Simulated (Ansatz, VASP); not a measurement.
BaTiO3 in VASP and in Ansatz

INCAR

```
  PREC = Accurate
  ENCUT = 520
  EDIFF = 1E-6
  ISMEAR = 0
  SIGMA = 0.02
  LREAL = F
  LASPH = T
  NELM = 100
  ALGO = Normal
  ISIF = 2
  LWAVE = F
  LCHARG = F
  GGA = PE
  NBANDS = 28
```

File KPOINTS:

```
regular mesh
0
Gamma
  8 8 8
```

Contents of POSCAR:

```
BaTiO3
1.0
    4.1398284623      0.0000000000      0.0000000000
    0.0000000000      4.1398284623      0.0000000000
    0.0000000000      0.0000000000      3.9395725726
Ba Ti O
1 1 3
Direct
    0.5000000000      0.5000000000      0.5000000000
    0.0000000000      0.0000000000      0.0000000000
    0.5000000000      0.0000000000      0.0000000000
    0.0000000000      0.5000000000      0.0000000000
    0.0000000000      0.0000000000      0.5000000000
```

Input for Ansatz:

```yaml
crystal:
  lattice:
    - [4.1398284623, 0.0, 0.0]
    - [0.0, 4.1398284623, 0.0]
    - [0.0, 0.0, 3.9395725726]
  atoms:
    - { symbol: Ba, position: [0.5, 0.5, 0.5] }
    - { symbol: Ti, position: [0.0, 0.0, 0.0] }
    - { symbol: O, position: [0.5, 0.0, 0.0] }
    - { symbol: O, position: [0.0, 0.5, 0.0] }
    - { symbol: O, position: [0.0, 0.0, 0.5] }
basis:
  ecutwfc: 420
kpoints:
  mp_grid: { grid: [8, 8, 8] }
  band_path: { path: [VBM, CBM], npoints: 2 }
hamiltonian:
  xc: pbe
scf:
  occupations: { method: gaussian, width: 0.02 }
output:
  forces: true
  stress: true
  eigenvalues: true
checkpoint:
  read: start.run
  write: ck
  compress: false
  write_wavefunctions: false
  write_every: 100000
```

Alike in both runs: task single point; functional PBE; k mesh 8 × 8 × 8; occupations gaussian, width 0.02 eV; no spin polarisation.

|  | VASP | Ansatz |
| --- | --- | --- |
| version | VASP 6.6.1 | Ansatz 0.2.0 |
| potentials or method | VASP PAW PBE potentials, release 64 (Ba_sv, Ti_sv, O), cutoff 520 eV | scalar-relativistic, plane waves, PAW |
| valence electrons in the cell | 40 | 40 |

|  | VASP | Ansatz | Ansatz less VASP |
| --- | --- | --- | --- |
| gap on the k mesh at the Fermi level (eV) | 1.55 | 1.61 | +0.057 |
| least direct gap on the mesh (eV) | 1.74 | 1.77 | +0.030 |
| pressure (GPa) | -3.9 | -5.3 | -1.46 |
| traceless stress, the component that is largest in VASP (GPa) | 5.51 | 5.32 | -0.189 |

Neither program's run includes spin-orbit coupling.
